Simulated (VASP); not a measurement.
Wanted: the native input for a VASP 6.6.1 run.

```
Task                   : single point
Functional             : LDA
Potentials or basis    : VASP PAW LDA potentials, release 64 (Mo_sv, C)
Cutoff                 : 520 eV
k mesh                 : 9 × 9 × 1
Occupations            : gaussian, width 0.1 eV
Spin                   : no spin polarisation
Dipole correction      : yes
Further INCAR settings : ALGO = Normal; EDIFF = 1e-06; NBANDS = 38
```

The structure of Mo4C lies in POSCAR:

```
Mo4C
1.0
    3.1111816891      0.0000000000      0.0000000000
    0.0000000000      3.1111816891      0.0000000000
    0.0000000000      0.0000000000     21.5098172784
Mo C
4 1
Direct
    0.5000000000      0.5000000000      0.1859615983
    0.0000000000      0.0000000000      0.2582816382
    0.5000000000      0.5000000000      0.3325055024
    0.0000000000      0.0000000000      0.3956248056
    0.5000000000      0.5000000000      0.5839109238
```

These files were run (other wordings do the same):

INCAR

```
SYSTEM = Mo4C
PREC = Accurate ; ENCUT = 520
EDIFF = 1E-6 ; ISMEAR = 0
SIGMA = 0.1 ; LREAL = .False.
LASPH = .True. ; NELM = 80
ALGO = Normal ; ISIF = 2
LWAVE = .False. ; LCHARG = .False.
LDIPOL = .True. ; IDIPOL = 3
DIPOL = 0.5 0.5 0.351 ; GGA = CA
NBANDS = 38
```

KPOINTS

```
Automatic mesh
0
Gamma
  9 9 1
  0 0 0
```

Potentials or basis: VASP PAW LDA potentials, release 64 (Mo_sv, C).

The run is started by

```bash
$ cat potpaw_LDA.64/Mo_sv/POTCAR potpaw_LDA.64/C/POTCAR > POTCAR
$ mpirun -np 1 vasp_std > vasp.out
```

It gave:

```yaml
Largest_force: 1.777 eV/Å
Band_gap_on_the_k_mesh: zero (bands 30 and 31 overlap by 1.02 eV)
```

Run time: 2.7 min on 1 thread of Intel(R) Xeon(R) Platinum 8488C (Sapphire Rapids) (shared host), peak memory 0.28 GiB.
